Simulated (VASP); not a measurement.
Input of a VASP 6.6.1 run:

POSCAR

```
Cl
1.0
    3.1252371057     -2.0072452166      0.0000000000
    3.1252371057      2.0072452166      0.0000000000
    0.0000000000      0.0000000000      8.1465598679
Cl
4
Direct
    0.8756350467      0.1243649533      0.6074783337
    0.1243649533      0.8756350467      0.3925216663
    0.6243649533      0.3756350467      0.1074783337
    0.3756350467      0.6243649533      0.8925216663
```

Contents of INCAR.step1:

```
  PREC = Accurate
  ENCUT = 520
  ISMEAR = 0
  SIGMA = 0.01
  LREAL = F
  LASPH = T
  NELM = 80
  NBANDS = 22
  GGA = PE
  ALGO = Normal
  EDIFF = 1E-4
  LWAVE = T
  LCHARG = F
```

File INCAR.step2:

```
  PREC = Accurate
  ENCUT = 520
  EDIFF = 1E-7
  ISMEAR = 0
  SIGMA = 0.01
  LREAL = F
  LASPH = T
  NELM = 80
  ALGO = Normal
  ISIF = 2
  LWAVE = F
  LCHARG = F
  METAGGA = R2SCAN
  LMIXTAU = T
  NBANDS = 22
  ISTART = 1
```

Contents of KPOINTS:

```
Automatic mesh
0
Gamma
  8 8 4
```

Potentials or basis: VASP PAW PBE potentials, release 64 (Cl).

Launch:

```console
$ cat potpaw_PBE.64/Cl/POTCAR > POTCAR
$ cp INCAR.step1 INCAR
$ mpirun -np 1 vasp_std > vasp.out
$ cp INCAR.step2 INCAR
$ mpirun -np 1 vasp_std > vasp.out
```

Task: What does it give for the pressure?

Result: 0.3 GPa.

Task: What does it give for the largest force?

Result: 0.234 eV/Å.

Stress tensor (GPa, compression positive):
```
 0.78  0.00  0.00
 0.00  0.43  0.00
 0.00  0.00 -0.36
```

Caveat: the PAW data sets were made with another functional, which shifts forces and pressure a little.
